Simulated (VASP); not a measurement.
# BaTiO3 (Amm2) in VASP: single point with r2SCAN

Aim: the single point of BaTiO3 with r2SCAN.

Program: VASP 6.6.1. These are calculated values, not measurements. Logs are shortened: lines on timing, memory, paths and dates and some standing lists are left out, and cuts for length are marked.

## 1. The cell of the first run

It takes space group Amm2 (No. 38, orthorhombic). Conventional cell: a = 3.963 Å, b = 5.716 Å, c = 5.749 Å, α = 90.00°, β = 90.00°, γ = 90.00°. Within 3.7 Å of Ba (site symmetry mm2) lie 12 O at 2.77 to 2.98 Å and 8 Ti at 3.42 to 3.57 Å. Ti (site symmetry mm2) has 6 O at 1.85 to 2.21 Å within 2.5 Å. Within 2.6 Å of O (site symmetry mm2) lie 2 Ti at 1.99 Å. O (site symmetry m) has 2 Ti at 1.85 to 2.21 Å within 2.5 Å.

## 2. Single point, r2SCAN

Contents of POSCAR:

```
BaTiO3
1.0
   -3.9634324567      0.0000000000      0.0000000000
    0.0000000000     -2.8580005465      2.8742890950
    0.0000000000      2.8580005465      2.8742890950
Ba Ti O
1 1 3
Direct
    0.0000000000      0.0095940432      0.0095940432
    0.5000000000      0.5251608682      0.5251608682
    0.0000000000      0.4915243828      0.4915243828
    0.5000000000      0.9813360307      0.4952446751
    0.5000000000      0.4952446751      0.9813360307
```

Contents of INCAR.step1:

```
PREC = Accurate ; ENCUT = 520
ISMEAR = -1 ; SIGMA = 0.1
LREAL = F ; LASPH = T
NELM = 80 ; NBANDS = 28
GGA = PE ; ALGO = Normal
EDIFF = 1E-4 ; LWAVE = T
LCHARG = F
```

Contents of INCAR.step2:

```
PREC = Accurate ; ENCUT = 520
EDIFF = 1E-7 ; ISMEAR = -1
SIGMA = 0.1 ; LREAL = F
LASPH = T ; NELM = 80
ALGO = Normal ; ISIF = 2
LWAVE = F ; LCHARG = T
METAGGA = R2SCAN ; LMIXTAU = T
LELF = T ; LVHAR = T
NBANDS = 28 ; ISTART = 1
```

Contents of KPOINTS:

```
Automatic mesh
0
Gamma
  6 6 6
```

Potentials or basis: VASP PAW PBE potentials, release 64 (Ba_sv, Ti_sv, O).

On the command line:

```
$ cat potpaw_PBE.64/Ba_sv/POTCAR potpaw_PBE.64/Ti_sv/POTCAR potpaw_PBE.64/O/POTCAR > POTCAR
$ cp INCAR.step1 INCAR
$ mpirun -np 1 vasp_std > vasp.out
$ cp INCAR.step2 INCAR
$ mpirun -np 1 vasp_std > vasp.out
```

OUTCAR:

```text
PREC = Accurate
   ENCUT = 520
   EDIFF = 1E-7
   ISMEAR = -1
   LREAL = F
   LASPH = T
   NELM = 80
   ISIF = 2
   METAGGA = R2SCAN
   ISTART = 1

 ion  position               nearest neighbor table
   1  0.000  0.010  0.010-   3 2.77   4 2.80   5 2.80   4 2.80   5 2.80   3 2.86   3 2.86   4 2.88
                             5 2.88   4 2.88   5 2.88   3 2.98   2 3.42   2 3.42   2 3.48   2 3.48
   2  0.500  0.525  0.525-   4 1.85   5 1.85   3 1.99   3 1.99   4 2.21   5 2.21   1 3.42   1 3.42
                             1 3.48   1 3.48   1 3.48   1 3.48   1 3.57   1 3.57
   3  0.000  0.492  0.492-   2 1.99   2 1.99   1 2.77   1 2.86   1 2.86   1 2.98
   4  0.500  0.981  0.495-   2 1.85   2 2.21   1 2.80   1 2.80   1 2.88   1 2.88
   5  0.500  0.495  0.981-   2 1.85   2 2.21   1 2.80   1 2.80   1 2.88   1 2.88

  LATTYP: Found a base centered orthorhombic cell.
 ALAT       =     5.7160010930
 B/A-ratio  =     1.0056992811
 C/A-ratio  =     0.6933925295

  Lattice vectors:

 A1 = (   0.0000000000,  -2.8580005465,  -2.8742890950)
 A2 = (   0.0000000000,  -2.8580005465,   2.8742890950)
 A3 = (  -3.9634324567,   0.0000000000,   0.0000000000)

Analysis of symmetry for initial positions (statically):
=====================================================================
 Subroutine PRICEL returns:
 Original cell was already a primitive cell.

 Routine SETGRP: Setting up the symmetry group for a
 base centered orthorhombic supercell.

 Subroutine GETGRP returns: Found  4 space group operations
 (whereof  4 operations were pure point group operations)
 out of a pool of  8 trial point group operations.

The static configuration has the point symmetry C_2v.

Analysis of symmetry for dynamics (positions and initial velocities):
=====================================================================
 Subroutine PRICEL returns:
 Original cell was already a primitive cell.

 Routine SETGRP: Setting up the symmetry group for a
 base centered orthorhombic supercell.

 Subroutine GETGRP returns: Found  4 space group operations
 (whereof  4 operations were pure point group operations)
 out of a pool of  8 trial point group operations.

The dynamic configuration has the point symmetry C_2v.

 Subroutine INISYM returns: Found  4 space group operations
 (whereof  4 operations are pure point group operations),
 and found     1 'primitive' translations

----------------------------------------------------------------------------------------

                                     Primitive cell

  volume of cell :      65.1170

  direct lattice vectors                    reciprocal lattice vectors
    -3.963432457  0.000000000  0.000000000    -0.252306558  0.000000000  0.000000000
     0.000000000 -2.858000547  2.874289095     0.000000000 -0.174947482  0.173956058
     0.000000000  2.858000547  2.874289095     0.000000000  0.174947482  0.173956058

  length of vectors
     3.963432457  4.053357241  4.053357241     0.252306558  0.246713055  0.246713055

  position of ions in fractional coordinates (direct lattice)
     0.000000000  0.009594043  0.009594043
     0.500000000  0.525160868  0.525160868
     0.000000000  0.491524383  0.491524383
     0.500000000  0.981336031  0.495244675
     0.500000000  0.495244675  0.981336031

  ion indices of the primitive-cell ions
   primitive index   ion index
                 1           1
                 2           2
                 3           3
                 4           4
                 5           5

----------------------------------------------------------------------------------------

 KPOINTS: Automatic mesh

Automatic generation of k-mesh.
 Grid dimensions read from file:
 generate k-points for:    6    6    6

 Generating k-lattice:

  Cartesian coordinates                     Fractional coordinates (reciprocal lattice)
    -0.042051093  0.000000000  0.000000000     0.166666667  0.000000000  0.000000000
     0.000000000 -0.029157914  0.028992676     0.000000000  0.166666667 -0.000000000
     0.000000000  0.029157914  0.028992676     0.000000000 -0.000000000  0.166666667

  Length of vectors
     0.042051093  0.041118843  0.041118843

  Shift w.r.t. Gamma in fractional coordinates (k-lattice)
     0.000000000  0.000000000  0.000000000

 Subroutine IBZKPT returns following result:
 ===========================================

 Found     52 irreducible k-points:

 Following reciprocal coordinates:
            Coordinates               Weight
  0.000000  0.000000  0.000000      1.000000
  0.166667  0.000000  0.000000      2.000000
  0.333333  0.000000  0.000000      2.000000
  0.500000  0.000000  0.000000      1.000000
  0.000000  0.166667 -0.000000      4.000000
  0.166667  0.166667 -0.000000      8.000000
[... 16 lines left out ...]
  0.333333  0.333333  0.166667      8.000000
  0.500000  0.333333  0.166667      4.000000
 [... further k-points ...]
   k-points           NKPTS =     52   k-points in BZ     NKDIM =     52   number of bands    NBANDS=     28
   number of dos      NEDOS =    301   number of ions     NIONS =      5
   total plane-waves  NPLWV =  27000
   dimension x,y,z NGX =    30 NGY =   30 NGZ =   30
   dimension x,y,z NGXF=    60 NGYF=   60 NGZF=   60
   ions per type =               1   1   3
   NGX,Y,Z   is equivalent  to a cutoff of  12.58, 12.30, 12.30 a.u.
   NGXF,Y,Z  is equivalent  to a cutoff of  25.17, 24.61, 24.61 a.u.
 SYSTEM =  unknown system
   PREC   = accura    normal or accurate (medium, high low for compatibility)
   ISTART =      1    job   : 0-new  1-cont  2-samecut
   ICHARG =      0    charge: 1-file 2-atom 10-const
   ISPIN  =      1    spin polarized calculation?
   LNONCOLLINEAR =      F non collinear calculations
   LSORBIT =      F    spin-orbit coupling
   LASPH  =      T    aspherical Exc in radial PAW
   ENCUT  =  520.0 eV  38.22 Ry    6.18 a.u.   7.37  7.54  7.54*2*pi/ulx,y,z
   NELM   =     80;   NELMIN=  2; NELMDL=  0     # of ELM steps
   EDIFF  = 0.1E-06   stopping-criterion for ELM
   LREAL  =      F    real-space projection
   EDIFFG = 0.1E-05   stopping-criterion for IOM
   NSW    =      0    number of steps for IOM
   IBRION =     -1    ionic relax: 0-MD 1-quasi-New 2-CG
   NFREE  =      0    steps in history (QN), initial steepest desc. (CG)
   ISIF   =      2    stress and relaxation
   ISYM   =      2    0-nonsym 1-usesym 2-fastsym
   POTIM  = 0.5000    time-step for ionic-motion
   TEBEG  =    0.0;   TEEND  =   0.0 temperature during run
   PSTRESS=    0.0 pullay stress
   NELECT =      40.0000    total number of electrons
   NUPDOWN=      -1.0000    fix difference up-down
   EMIN   =  10.00;   EMAX   =-10.00  energy-range for DOS
   EFERMI =   0.00;   METHOD = LEGACY
   ISMEAR =    -1;   SIGMA  =   0.10  broadening in eV -4-tet -1-fermi 0-gaus
   EFERMI_NEDOS =   21; number of points for ismear=-14 and -15
   IALGO  =     38    algorithm
   IMIX   =      4    mixing-type and parameters
     AMIX     =   0.40;   BMIX     =  1.00
     AMIX_MAG =   1.60;   BMIX_MAG =  1.00
  volume/ion in A,a.u.               =      13.02        87.89
  Fermi-wavevector in a.u.,A,eV,Ry     =   1.391650  2.629838 26.350271  1.936690
  Thomas-Fermi vector in A             =   2.515469
   LORBIT       =      0    0 simple, 1 ext, 2 COOP (PROOUT), +10 PAW based schemes
   METAGGA = R2SCAN    functional components
   LHFCALC =     F    Hartree Fock is set to
   AEXX    =    0.0000 exact exchange contribution
   IVDW    =     0    specifies the selected vdW correction
   LEPSILON=     F    determine dielectric tensor
   LRPA    =     F    only Hartree local field effects (RPA)
 non-spin polarized calculation
  energy-cutoff  :      520.00
  volume of cell :       65.12
 maximum number of plane-waves:      1781
 NGX is ok and might be reduce to    30
   NGX = 15   NGY = 15   NGZ = 15

 number of electron      39.9999988 magnetization

 Free energy of the ion-electron system (eV)
  ---------------------------------------------------
  ext. energy  EPLUGINS =         0.00000000
  ---------------------------------------------------
  free energy    TOTEN  =       -74.26661189 eV

  energy without entropy =      -74.26661147  energy(sigma->0) =      -74.26661168

 E-fermi :   4.7795     XC(G=0): -11.8098

 val. band max:        3.4078015911   @ k =   0.5000   0.5000   0.5000
 cond. band min:       6.0497484380   @ k =   0.0000   0.0000   0.0000
 fundamental gap:      2.6419468469
 Fermi energy:         4.7795247208

 k-point     1 :       0.0000    0.0000    0.0000
  band No.  band energies     occupation
      1     -55.1806      2.00000
      2     -30.4049      2.00000
      3     -30.4021      2.00000
      4     -30.3333      2.00000
      5     -22.1501      2.00000
      6     -14.4116      2.00000
[... 20 lines left out ...]
     27       9.1007      0.00000
     28      11.4584      0.00000

 k-point     2 :       0.1667    0.0000    0.0000
  band No.  band energies     occupation
      1     -55.1802      2.00000
      2     -30.4044      2.00000
      3     -30.4015      2.00000
      4     -30.3497      2.00000
      5     -22.1180      2.00000
      6     -14.4286      2.00000
[... 20 lines left out ...]
     27       9.6055      0.00000
     28      12.1185      0.00000

 k-point     3 :       0.3333    0.0000    0.0000
  band No.  band energies     occupation
      1     -55.1796      2.00000
      2     -30.4032      2.00000
      3     -30.4004      2.00000
      4     -30.3821      2.00000
      5     -22.0523      2.00000
      6     -14.5448      2.00000
[... 20 lines left out ...]
     27      10.7614      0.00000
     28      12.2655      0.00000

 k-point     4 :       0.5000    0.0000    0.0000
  band No.  band energies     occupation
      1     -55.1793      2.00000
      2     -30.4026      2.00000
      3     -30.3996      2.00000
      4     -30.3982      2.00000
      5     -22.0187      2.00000
      6     -14.6242      2.00000
[... 578 lines left out ...]
     27      11.4527      0.00000
     28      12.4980      0.00000

 k-point    23 :       0.3333    0.3333    0.1667
  band No.  band energies     occupation
      1     -55.1787      2.00000
      2     -30.4383      2.00000
      3     -30.4126      2.00000
      4     -30.3795      2.00000
      5     -21.9767      2.00000
      6     -14.1903      2.00000
[... 20 lines left out ...]
     27      12.1945      0.00000
     28      12.3638      0.00000

 k-point    24 :       0.5000    0.3333    0.1667
  band No.  band energies     occupation
      1     -55.1783      2.00000
      2     -30.4375      2.00000
      3     -30.4120      2.00000
      4     -30.3954      2.00000
      5     -21.9528      2.00000
      6     -14.1496      2.00000
[... 20 lines left out ...]
     27      12.1615      0.00000
     28      12.5786      0.00000

 [... further k-points ...]

------------------------ aborting loop because EDIFF is reached ----------------------------------------

  FORCE on cell =-STRESS in cart. coord.  units (eV):
  Direction    XX          YY          ZZ          XY          YZ          ZX
  --------------------------------------------------------------------------------------
  -------------------------------------------------------------------------------------
  Total        0.7465352      0.8176710      0.7630631      0.0000000      0.0000000      0.0000000
  in kB       18.3682022     20.1184708     18.7748648      0.0000000      0.0000000      0.0000000
  external PRESSURE =      19.0871793 kB  Pullay stress =       0.0000000 kB

 VOLUME and BASIS-vectors are now :
 -----------------------------------------------------------------------------
  energy-cutoff  :      520.00
  volume of cell :       65.12
      direct lattice vectors                 reciprocal lattice vectors
    -3.963432457  0.000000000  0.000000000    -0.252306558  0.000000000  0.000000000
     0.000000000 -2.858000547  2.874289095     0.000000000 -0.174947482  0.173956058
     0.000000000  2.858000547  2.874289095     0.000000000  0.174947482  0.173956058

 POSITION                                       TOTAL-FORCE (eV/Angst)
 -----------------------------------------------------------------------------------
      0.00000      0.00000      0.05515         0.000000      0.000000     -0.031055
     -1.98172      0.00000      3.01893         0.000000      0.000000     -0.173212
      0.00000      0.00000      2.82557         0.000000      0.000000      0.019266
     -1.98172     -1.38925      4.24412         0.000000     -0.078904      0.092501
     -1.98172      1.38925      4.24412         0.000000      0.078904      0.092501
 -----------------------------------------------------------------------------------
    total drift:                               -0.000000     -0.000002     -0.003548

  FREE ENERGIE OF THE ION-ELECTRON SYSTEM (eV)
  ---------------------------------------------------
  free  energy   TOTEN  =       -74.2666118894 eV

  energy  without entropy=      -74.2666114722  energy(sigma->0) =      -74.26661168
```

It took 8.7 min on 1 thread of Intel Xeon 8259CL, shared host; peak memory 0.24 GiB.

What came out:

| Item | Value |
| --- | --- |
| Free energy | -74.2666 eV |
| Pressure | 1.9 GPa |
| Largest force | 0.173 eV/Å |
| Band gap on the k mesh | 2.64 eV (least direct gap 3.12 eV) |

Forces on the atoms (eV/Å):
```
Ba   0.000  0.000 -0.031
Ti   0.000  0.000 -0.173
O    0.000  0.000  0.019
O    0.000 -0.079  0.093
O    0.000  0.079  0.093
```

Caveat: the PAW data sets were made with another functional, which shifts forces and pressure a little; spin-orbit coupling is left out, which moves the levels of the heavy elements. r2SCAN opens gaps a little over a GGA but as a rule still falls short of measured ones.
